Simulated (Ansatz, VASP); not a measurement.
# Na2C3: VASP beside Ansatz

```
Na C
1.0
     5.42297    0.00000    0.00000
    -2.71148    4.69643    0.00000
     0.00000    0.00000    4.28099
Na C
2 3
Direct
  0.33333 0.66667 0.41632
  0.66667 0.33333 0.58368
  0.15153 0.00000 0.50000
  0.00000 0.15153 0.50000
  0.84847 0.84847 0.50000
```

Alike in both runs: task relaxation of cell and atoms; functional PBE; k mesh 6 × 6 × 6; occupations gaussian, width 0.02 eV; no spin polarisation.

|  | VASP | Ansatz |
| --- | --- | --- |
| version | VASP 6.6.1 | Ansatz 0.2.0 |
| potentials or method | VASP PAW PBE potentials, release 64 (Na_pv, C), cutoff 600 eV | scalar-relativistic, plane waves, PAW |
| valence electrons in the cell | 26 | 30 |

Ansatz gave:

- gap on the k mesh at the Fermi level, each at its own relaxed structure (eV): 2.46
- relaxed volume (Å³/atom): 28.47
- relaxed cell length with the largest relative difference (Å): 5.472

Problem. Which values does VASP return?

Solution. gap on the k mesh at the Fermi level, each at its own relaxed structure (eV): 2.30; relaxed volume (Å³/atom): 25.66; relaxed cell length with the largest relative difference (Å): 4.966.

One of these differences is far larger than is usual between the two programs; its cause wasn't traced. VASP's potentials hold 26 valence electrons a cell and Ansatz's 30, so a difference there can come from the potentials and not from the codes.

Noted on VASP's run: the volume moved by over 15 % at a fixed basis, so the end points are rough.
